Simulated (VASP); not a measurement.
# SrO (P6_3/mmc) in VASP: further runs

Runs on SrO. Level: r2SCAN. Tasks: single point.

Program: VASP 6.6.1. These are calculated values, not measurements. Logs are shortened: lines on timing, memory, paths and dates and some standing lists are left out, and cuts for length are marked.

## Step 1: The cell of the first run

Symmetry: P6_3/mmc, No. 194, hexagonal system. The conventional cell has a = 4.270 Å, b = 4.270 Å, c = 5.144 Å, α = 90.00°, β = 90.00°, γ = 120.00°. Sr (site symmetry -6m2) has 5 O at 2.47 to 2.57 Å within 3.3 Å. Within 3.3 Å of O (site symmetry -6m2) lie 5 Sr at 2.47 to 2.57 Å.

## Step 2: Single point, r2SCAN

Input file POSCAR:

```
SrO
1.0
    4.2700309401      0.0000000000      0.0000000000
   -2.1350154700      3.6979552691      0.0000000000
    0.0000000000      0.0000000000      5.1444468298
Sr O
2 2
Direct
    0.3333333333      0.6666666667     -0.0625000000
    0.6666666667      0.3333333333      0.4375000000
    0.3333333333      0.6666666667      0.4375000000
    0.6666666667      0.3333333333      0.9375000000
```

Input file INCAR.step1:

```
ALGO = Normal
EDIFF = 1E-4
ENCUT = 520
GGA = PE
ISMEAR = 0
LASPH = True
LCHARG = False
LREAL = False
LWAVE = True
NBANDS = 24
NELM = 100
PREC = Accurate
SIGMA = 0.01
```

Input file INCAR.step2:

```
ALGO = Normal
EDIFF = 1E-6
ENCUT = 520
ISIF = 2
ISMEAR = 0
ISTART = 1
LASPH = True
LCHARG = False
LMIXTAU = True
LREAL = False
LWAVE = False
METAGGA = R2SCAN
NBANDS = 24
NELM = 100
PREC = Accurate
SIGMA = 0.01
```

Input file KPOINTS:

```
k-points
0
Gamma
  6 6 4
```

Potentials or basis: VASP PAW PBE potentials, release 64 (Sr_sv, O).

Launch:

```sh
$ cat potpaw_PBE.64/Sr_sv/POTCAR potpaw_PBE.64/O/POTCAR > POTCAR
$ cp INCAR.step1 INCAR
$ mpirun -np 1 vasp_std > vasp.out
$ cp INCAR.step2 INCAR
$ mpirun -np 1 vasp_std > vasp.out
```

OUTCAR:

```text
EDIFF = 1E-6
   ENCUT = 520
   ISIF = 2
   ISMEAR = 0
   ISTART = 1
   LASPH = True
   LREAL = False
   METAGGA = R2SCAN
   NELM = 100
   PREC = Accurate

 ion  position               nearest neighbor table
   1  0.333  0.667  0.938-   4 2.47   4 2.47   4 2.47   3 2.57   3 2.57   2 3.56   2 3.56   2 3.56
                             2 3.56   2 3.56   2 3.56
   2  0.667  0.333  0.438-   3 2.47   3 2.47   3 2.47   4 2.57   4 2.57   1 3.56   1 3.56   1 3.56
                             1 3.56   1 3.56   1 3.56
   3  0.333  0.667  0.438-   2 2.47   2 2.47   2 2.47   1 2.57   1 2.57
   4  0.667  0.333  0.938-   1 2.47   1 2.47   1 2.47   2 2.57   2 2.57

  LATTYP: Found a hexagonal cell.
 ALAT       =     4.2700309401
 C/A-ratio  =     1.2047797550

  Lattice vectors:

 A1 = (   4.2700309401,   0.0000000000,   0.0000000000)
 A2 = (  -2.1350154700,   3.6979552691,   0.0000000000)
 A3 = (   0.0000000000,   0.0000000000,   5.1444468298)

Analysis of symmetry for initial positions (statically):
=====================================================================
 Subroutine PRICEL returns:
 Original cell was already a primitive cell.

 Routine SETGRP: Setting up the symmetry group for a
 hexagonal supercell.

 Subroutine GETGRP returns: Found 24 space group operations
 (whereof  6 operations were pure point group operations)
 out of a pool of 24 trial point group operations.

The static configuration has the point symmetry C_3v.
 The point group associated with its full space group is D_6h.

Analysis of symmetry for dynamics (positions and initial velocities):
=====================================================================
 Subroutine PRICEL returns:
 Original cell was already a primitive cell.

 Routine SETGRP: Setting up the symmetry group for a
 hexagonal supercell.

 Subroutine GETGRP returns: Found 24 space group operations
 (whereof  6 operations were pure point group operations)
 out of a pool of 24 trial point group operations.

The dynamic configuration has the point symmetry C_3v.
 The point group associated with its full space group is D_6h.

 Subroutine INISYM returns: Found 24 space group operations
 (whereof  6 operations are pure point group operations),
 and found     1 'primitive' translations

----------------------------------------------------------------------------------------

                                     Primitive cell
[... 90 lines left out ...]
   NELM   =    100;   NELMIN=  2; NELMDL=  0     # of ELM steps
   EDIFF  = 0.1E-05   stopping-criterion for ELM
   LREAL  =      F    real-space projection
   EDIFFG = 0.1E-04   stopping-criterion for IOM
   NSW    =      0    number of steps for IOM
   IBRION =     -1    ionic relax: 0-MD 1-quasi-New 2-CG
   NFREE  =      0    steps in history (QN), initial steepest desc. (CG)
   ISIF   =      2    stress and relaxation
   ISYM   =      2    0-nonsym 1-usesym 2-fastsym
   POTIM  = 0.5000    time-step for ionic-motion
   TEBEG  =    0.0;   TEEND  =   0.0 temperature during run
   PSTRESS=    0.0 pullay stress
   NELECT =      32.0000    total number of electrons
   NUPDOWN=      -1.0000    fix difference up-down
   EMIN   =  10.00;   EMAX   =-10.00  energy-range for DOS
   EFERMI =   0.00;   METHOD = LEGACY
   ISMEAR =     0;   SIGMA  =   0.01  broadening in eV -4-tet -1-fermi 0-gaus
   EFERMI_NEDOS =   21; number of points for ismear=-14 and -15
   IALGO  =     38    algorithm
   IMIX   =      4    mixing-type and parameters
     AMIX     =   0.40;   BMIX     =  1.00
     AMIX_MAG =   1.60;   BMIX_MAG =  1.00
  volume/ion in A,a.u.               =      20.31       137.05
  Fermi-wavevector in a.u.,A,eV,Ry     =   1.200092  2.267844 19.595378  1.440220
  Thomas-Fermi vector in A             =   2.335937
   LORBIT       =      0    0 simple, 1 ext, 2 COOP (PROOUT), +10 PAW based schemes
   METAGGA = R2SCAN    functional components
   LHFCALC =     F    Hartree Fock is set to
   AEXX    =    0.0000 exact exchange contribution
   IVDW    =     0    specifies the selected vdW correction
   LEPSILON=     F    determine dielectric tensor
   LRPA    =     F    only Hartree local field effects (RPA)
 non-spin polarized calculation
 Gauss-broadening in eV      SIGMA  =   0.01
  energy-cutoff  :      520.00
  volume of cell :       81.23
 maximum number of plane-waves:      2208
 NGX is ok and might be reduce to    32
   NGX = 15   NGY = 15   NGZ = 19

 number of electron      32.0000008 magnetization

 Free energy of the ion-electron system (eV)
  ---------------------------------------------------
  ext. energy  EPLUGINS =         0.00000000
  ---------------------------------------------------
  free energy    TOTEN  =       -53.76384784 eV

  energy without entropy =      -53.76384784  energy(sigma->0) =      -53.76384784

 E-fermi :   0.5219     XC(G=0):  -9.4853

 val. band max:        0.4544740141   @ k =   0.0000   0.0000   0.0000
 cond. band min:       3.4765656133   @ k =   0.0000   0.0000   0.0000
 fundamental gap:      3.0220915992
 Fermi energy:         0.5219005442

 k-point     1 :       0.0000    0.0000    0.0000
  band No.  band energies     occupation
      1     -33.0183      2.00000
      2     -32.8479      2.00000
      3     -15.5450      2.00000
      4     -15.5274      2.00000
      5     -14.9263      2.00000
      6     -14.5312      2.00000
[... 556 lines left out ...]
     23      10.3981      0.00000
     24      10.3981      0.00000

------------------------ aborting loop because EDIFF is reached ----------------------------------------

  FORCE on cell =-STRESS in cart. coord.  units (eV):
  Direction    XX          YY          ZZ          XY          YZ          ZX
  --------------------------------------------------------------------------------------
  -------------------------------------------------------------------------------------
  Total        0.2412816      0.2412816      0.2425997      0.0000000     -0.0000000     -0.0000000
  in kB        4.7588651      4.7588651      4.7848622      0.0000000     -0.0000000     -0.0000000
  external PRESSURE =       4.7675308 kB  Pullay stress =       0.0000000 kB

 VOLUME and BASIS-vectors are now :
 -----------------------------------------------------------------------------
  energy-cutoff  :      520.00
  volume of cell :       81.23
      direct lattice vectors                 reciprocal lattice vectors
     4.270030940  0.000000000  0.000000000     0.234190341  0.135209856  0.000000000
    -2.135015470  3.697955269  0.000000000     0.000000000  0.270419712  0.000000000
     0.000000000  0.000000000  5.144446830     0.000000000  0.000000000  0.194384359

 POSITION                                       TOTAL-FORCE (eV/Angst)
 -----------------------------------------------------------------------------------
     -0.00000      2.46530      4.82292        -0.000000     -0.000000      0.000000
      2.13502      1.23265      2.25070         0.000000     -0.000000      0.000000
     -0.00000      2.46530      2.25070         0.000000     -0.000000      0.000000
      2.13502      1.23265      4.82292        -0.000000      0.000000      0.000000
 -----------------------------------------------------------------------------------
    total drift:                               -0.000000      0.000000      0.000000

  FREE ENERGIE OF THE ION-ELECTRON SYSTEM (eV)
  ---------------------------------------------------
  free  energy   TOTEN  =       -53.7638478410 eV

  energy  without entropy=      -53.7638478410  energy(sigma->0) =      -53.76384784
```

OSZICAR.step1:

```text
N       E                     dE             d eps       ncg     rms          rms(c)
DAV:   1     0.199260179699E+03    0.19926E+03   -0.16161E+04  1008   0.125E+03
DAV:   2    -0.158343090216E+02   -0.21509E+03   -0.20196E+03  1408   0.290E+02
DAV:   3    -0.293142127329E+02   -0.13480E+02   -0.13386E+02  1520   0.666E+01
DAV:   4    -0.296808284669E+02   -0.36662E+00   -0.36634E+00  1456   0.915E+00
DAV:   5    -0.296857121834E+02   -0.48837E-02   -0.48836E-02  1392   0.100E+00    0.239E+01
DAV:   6    -0.241904960475E+02    0.54952E+01   -0.25799E+01  1136   0.265E+01    0.288E+01
DAV:   7    -0.239990753923E+02    0.19142E+00   -0.19401E+00  1368   0.795E+00    0.170E+01
DAV:   8    -0.238887913405E+02    0.11028E+00   -0.53963E-01  1232   0.504E+00    0.248E+00
DAV:   9    -0.238866603360E+02    0.21310E-02   -0.55168E-02  1392   0.147E+00    0.511E-01
DAV:  10    -0.238935914421E+02   -0.69311E-02   -0.69618E-03  1104   0.498E-01    0.222E-01
DAV:  11    -0.238941143157E+02   -0.52287E-03   -0.20727E-03  1312   0.241E-01    0.117E-01
DAV:  12    -0.238944436447E+02   -0.32933E-03   -0.58592E-04  1064   0.125E-01    0.342E-02
DAV:  13    -0.238944404817E+02    0.31630E-05   -0.23335E-05   944   0.300E-02
   1 F= -.23894440E+02 E0= -.23894440E+02  d E =-.514440E-58
```

Wall time 1.8 min (1 thread of Intel Xeon Platinum 8259CL at 2.50GHz (Skylake/Cascade Lake), shared host); peak memory 0.22 GiB.

What came out:

```
Free energy            : -53.7638 eV
Pressure               : 0.5 GPa
Band gap on the k mesh : 3.02 eV, direct
```

Caveat: the PAW data sets were made with another functional, which shifts forces and pressure a little. r2SCAN opens gaps a little over a GGA but as a rule still falls short of measured ones.

## Step 3: Single point, r2SCAN (volume changed by +3%)

Input file POSCAR:

```
SrO
1.0
    4.3123112238      0.0000000000      0.0000000000
   -2.1561556119      3.7345710689      0.0000000000
    0.0000000000      0.0000000000      5.1953852597
Sr O
2 2
Direct
    0.3333333333      0.6666666667     -0.0625000000
    0.6666666667      0.3333333333      0.4375000000
    0.3333333333      0.6666666667      0.4375000000
    0.6666666667      0.3333333333      0.9375000000
```

Input file INCAR.step1:

```
ALGO     = Normal         # electronic algorithm
EDIFF    = 1E-4           # SCF threshold, eV
ENCUT    = 520            # plane-wave cutoff, eV
GGA      = PE             # functional
ISMEAR   = 0              # smearing method
LASPH    = T              # aspherical terms in the spheres
LCHARG   = F              # write CHGCAR
LREAL    = F              # projectors in reciprocal space
LWAVE    = T              # write WAVECAR
NBANDS   = 24             # bands
NELM     = 100            # most SCF steps
PREC     = Accurate       # precision mode
SIGMA    = 0.01           # smearing width, eV
```

Input file INCAR.step2:

```
ALGO     = Normal         # electronic algorithm
EDIFF    = 1E-7           # SCF threshold, eV
ENCUT    = 520            # plane-wave cutoff, eV
ISIF     = 2              # what is computed and relaxed
ISMEAR   = 0              # smearing method
ISTART   = 1            
LASPH    = T              # aspherical terms in the spheres
LCHARG   = T              # write CHGCAR
LELF     = T              # ELF
LMIXTAU  = T            
LREAL    = F              # projectors in reciprocal space
LVHAR    = T            
LWAVE    = F              # write WAVECAR
METAGGA  = R2SCAN         # meta-GGA
NBANDS   = 24             # bands
NELM     = 100            # most SCF steps
PREC     = Accurate       # precision mode
SIGMA    = 0.01           # smearing width, eV
```

KPOINTS is that of step 2.

Potentials or basis: VASP PAW PBE potentials, release 64 (Sr_sv, O).

Launch:

```sh
$ cat potpaw_PBE.64/Sr_sv/POTCAR potpaw_PBE.64/O/POTCAR > POTCAR
$ cp INCAR.step1 INCAR
$ mpirun -np 1 vasp_std > vasp.out
$ cp INCAR.step2 INCAR
$ mpirun -np 1 vasp_std > vasp.out
```

Wall time 2.3 min (1 thread of Intel Xeon Platinum 8259CL at 2.50GHz (Skylake/Cascade Lake), shared host); peak memory 0.22 GiB.

Results (log left out):

| Item | Value |
| --- | --- |
| Free energy | -53.7557 eV |
| Pressure | -1.7 GPa |
| Band gap on the k mesh | 2.93 eV, direct |

Stress tensor (GPa, compression positive):
```
-1.60  0.00  0.00
 0.00 -1.60  0.00
 0.00  0.00 -1.82
```

Levels at points of the mesh, in eV from the valence-band top:
| k point | band 14 | band 15 | band 16 | band 17 | band 18 | band 19 |
| --- | --- | --- | --- | --- | --- | --- |
| (0.00, 0.00, 0.00) | -0.86 | -0.37 | 0.00 | 2.93 | 6.66 | 6.66 |
| (0.50, 0.00, 0.00) | -0.37 | -0.33 | -0.26 | 4.58 | 5.22 | 5.58 |
| (0.00, 0.00, 0.50) | -1.04 | -1.04 | -1.04 | 4.62 | 4.62 | 8.34 |
| (0.50, 0.00, 0.50) | -0.86 | -0.43 | -0.43 | 5.22 | 5.22 | 7.87 |

Caveat: the PAW data sets were made with another functional, which shifts forces and pressure a little.

## Step 4: Single point, r2SCAN (volume changed by +6%)

Input file POSCAR:

```
SrO
1.0
    4.3537782987      0.0000000000      0.0000000000
   -2.1768891493      3.7704826091      0.0000000000
    0.0000000000      0.0000000000      5.2453439519
Sr O
2 2
Direct
    0.3333333333      0.6666666667     -0.0625000000
    0.6666666667      0.3333333333      0.4375000000
    0.3333333333      0.6666666667      0.4375000000
    0.6666666667      0.3333333333      0.9375000000
```

Input file INCAR.step1:

```
SYSTEM = SrO
PREC = Accurate
ENCUT = 520
ISMEAR = 0
SIGMA = 0.01
LREAL = .False.
LASPH = .True.
NELM = 80
NBANDS = 24
GGA = PE
ALGO = Normal
EDIFF = 1E-4
LWAVE = .True.
LCHARG = .False.
```

Input file INCAR.step2:

```
SYSTEM = SrO
PREC = Accurate
ENCUT = 520
EDIFF = 1E-6
ISMEAR = 0
SIGMA = 0.01
LREAL = .False.
LASPH = .True.
NELM = 80
ALGO = Normal
ISIF = 2
LWAVE = .False.
LCHARG = .False.
METAGGA = R2SCAN
LMIXTAU = .True.
NBANDS = 24
ISTART = 1
```

Input file KPOINTS:

```
regular mesh
0
Gamma
  6 6 4
  0 0 0
```

Launch:

```sh
$ cat potpaw_PBE.64/Sr_sv/POTCAR potpaw_PBE.64/O/POTCAR > POTCAR
$ cp INCAR.step1 INCAR
$ mpirun -np 1 vasp_std > vasp.out
$ cp INCAR.step2 INCAR
$ mpirun -np 1 vasp_std > vasp.out
```

Run time: 2.3 min. Hardware: 1 thread of Intel Xeon Platinum 8259CL at 2.50GHz (Skylake/Cascade Lake), shared host; peak memory 0.22 GiB.

Results (log left out):

```yaml
Free_energy: -53.7172 eV
Pressure: -3.5 GPa
Band_gap_on_the_k_mesh: 2.84 eV, direct
```

Stress tensor (GPa, compression positive):
```
-3.40  0.00  0.00
 0.00 -3.40  0.00
 0.00  0.00 -3.80
```

Levels at points of the mesh, in eV from the valence-band top:
| k point | band 14 | band 15 | band 16 | band 17 | band 18 | band 19 |
| --- | --- | --- | --- | --- | --- | --- |
| (0.00, 0.00, 0.00) | -0.84 | -0.41 | 0.00 | 2.84 | 6.58 | 6.58 |
| (0.50, 0.00, 0.00) | -0.39 | -0.33 | -0.25 | 4.52 | 5.17 | 5.53 |
| (0.00, 0.00, 0.50) | -1.00 | -1.00 | -1.00 | 4.52 | 4.52 | 8.19 |
| (0.50, 0.00, 0.50) | -0.82 | -0.43 | -0.43 | 5.16 | 5.16 | 7.75 |

Caveat: the PAW data sets were made with another functional, which shifts forces and pressure a little.

## Step 5: Summary

| cell | gap on the mesh (eV) | pressure (GPa) |
| --- | --- | --- |
| a = 4.270, b = 4.270, c = 5.144 Å, angles 90.0, 90.0, 120.0°, 4 atoms | 3.02 | 0.5 |
| a = 4.312, b = 4.312, c = 5.195 Å, angles 90.0, 90.0, 120.0°, 4 atoms | 2.93 | -1.7 |
| a = 4.354, b = 4.354, c = 5.245 Å, angles 90.0, 90.0, 120.0°, 4 atoms | 2.84 | -3.5 |

Alike in all rows: task single point; level r2SCAN; potentials or basis VASP PAW PBE potentials, release 64 (Sr_sv, O); no spin polarisation; k mesh 6 × 6 × 4; cutoff (eV) 520; smearing gaussian 0.01 eV.

Caveats: the PAW data sets were made with another functional, which shifts forces and pressure a little.

Absolute energies hang on the potentials; compare differences alone.
